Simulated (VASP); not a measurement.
Here is a VASP 6.6.1 calculation.

INCAR

```
  PREC = Accurate
  ENCUT = 500
  EDIFF = 1E-6
  ISMEAR = 0
  SIGMA = 0.02
  LREAL = False
  LASPH = True
  NELM = 120
  ALGO = Normal
  ISIF = 2
  LWAVE = False
  LCHARG = False
  GGA = PS
  NBANDS = 11
  GGA_COMPAT = False
```

File KPOINTS:

```
regular mesh
0
Gamma
  10 10 10
```

File POSCAR:

```
BP
1.0
    0.0000000000      2.2375332127      2.2706314825
    2.2375332127      0.0000000000      2.2706314825
    2.2375332127      2.2375332127      0.0000000000
B P
1 1
Direct
    0.0000000000      0.0000000000      0.0000000000
    0.2500000000      0.2500000000      0.2500000000
```

Potentials or basis: VASP PAW PBE potentials, release 64 (B, P).

Launch:

```console
$ cat potpaw_PBE.64/B/POTCAR potpaw_PBE.64/P/POTCAR > POTCAR
$ mpirun -np 1 vasp_std > vasp.out
```

Task: What does it give for the pressure?

Result: 2.8 GPa.

Task: Estimate the band gap on the k mesh.

Result: 0.98 eV, indirect (least direct gap 3.32 eV).

Stress tensor (GPa, compression positive):
```
4.13 0.00 0.00
0.00 4.13 0.00
0.00 0.00 0.11
```

Caveat: the cell differs from its parent crystal (strained cell); the PAW data sets were made with another functional, which shifts forces and pressure a little. A k mesh can miss the band edges.
